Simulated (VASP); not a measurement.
Here is a VASP 6.6.1 calculation.

The input INCAR:

```
SYSTEM = BaTiO3
ALGO     = Normal         ! electronic algorithm
EDIFF    = 1E-7           ! SCF threshold, eV
ENCUT    = 520            ! plane-wave cutoff, eV
GGA      = PE             ! functional
ISIF     = 2              ! what is computed and relaxed
ISMEAR   = -1             ! smearing method
IVDW     = 12             ! dispersion correction
LASPH    = .TRUE.         ! aspherical terms in the spheres
LCHARG   = .FALSE.        ! write CHGCAR
LREAL    = .FALSE.        ! projectors in reciprocal space
LWAVE    = .FALSE.        ! write WAVECAR
NBANDS   = 51             ! bands
NELM     = 60             ! most SCF steps
PREC     = Accurate       ! precision mode
SIGMA    = 0.002          ! smearing width, eV
```

The input KPOINTS:

```
k-points
0
G
  2 2 1
  0 0 0
```

POSCAR

```
BaTiO3
1.0
    5.6433910000      0.0000000000      0.0000000000
   -2.8216950000      4.9139330000      0.0000000000
    0.0000000000      0.0000000000     15.5925150000
Ba Ti O
2 2 6
Direct
    0.0000000000      0.0000000000      0.0641333358
    0.7983481034      0.3758700007      0.1692093931
    0.4175402466      0.6543027754      0.2135960748
    1.2353198678      1.1291769749      0.2917553711
    0.2760143974      0.4566606830      0.1039408973
    0.3074639359      0.9598624971      0.1912776739
    0.7902371291      0.9322471430      0.1901681672
    1.1574263449      0.9899402373      0.3837546412
    1.1185609738      0.3977669211      0.2756963838
    0.5687948271      0.4319147209      0.2911076244
```

Potentials or basis: VASP PAW PBE potentials, release 64 (Ba_sv, Ti_sv, O).

Launch:

```bash
$ cat potpaw_PBE.64/Ba_sv/POTCAR potpaw_PBE.64/Ti_sv/POTCAR potpaw_PBE.64/O/POTCAR > POTCAR
$ mpirun -np 1 vasp_std > vasp.out
```

Q: Estimate the dispersion energy per atom.

A: -0.134 eV.

Q: Estimate the largest force.

A: 3.130 eV/Å.

Q: What does it give for the band gap on the k mesh?

A: 0.94 eV, indirect (least direct gap 1.13 eV).

Forces on the atoms (eV/Å):
```
Ba   1.723 -0.620 -1.353
Ba  -1.478  0.336  0.245
Ti  -0.499 -0.331  0.372
Ti  -1.775  0.272 -1.888
O    0.984  1.893  0.916
O    1.148 -2.146 -0.323
O   -0.529 -1.563  0.967
O    0.291 -1.555  2.700
O   -0.069  1.543 -0.356
O    0.204  2.172 -1.281
```

Caveat: the k points lie up to 0.64 Å⁻¹ apart; spin-orbit coupling is left out, which moves the levels of the heavy elements.
